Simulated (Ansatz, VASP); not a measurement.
## TiO2: VASP beside Ansatz

```xyz
6
Lattice="3.3669 0.0000 0.0000 0.0000 3.3669 0.0000 0.0000 0.0000 5.2015" Properties=species:S:1:pos:R:3 pbc="T T T"
Ti    0.0000    0.0000    0.0000
Ti    1.6834    1.6834    2.6008
O     0.0000    1.6834    1.7535
O     0.0000    1.6834    4.3543
O     1.6834    0.0000    3.4481
O     1.6834    0.0000    0.8473
```

Alike in both runs: functional r2SCAN; k mesh 8 × 8 × 6; occupations gaussian, width 0.02 eV; no spin polarisation.

Ansatz relaxed the structure, and its values are those at the end. VASP's run is a single point on that final structure, the one shown.

```csv
,VASP,Ansatz
version,VASP 6.6.1,Ansatz 0.2.0
potentials or method,"VASP PAW PBE potentials, release 64 (Ti_sv, O), cutoff 520 eV","scalar-relativistic, plane waves, PAW"
valence electrons in the cell,48,48
```

```csv
,VASP,Ansatz,Ansatz less VASP
gap on the k mesh at the Fermi level (eV),2.95,2.94,-0.015
least direct gap on the mesh (eV),2.98,2.97,-0.015
pressure (GPa),1.6,0.1,-1.47
rms of the force components (eV/Å),0.044,0.002,-0.0426
```

VASP's potentials were made for PBE, not for r2SCAN.
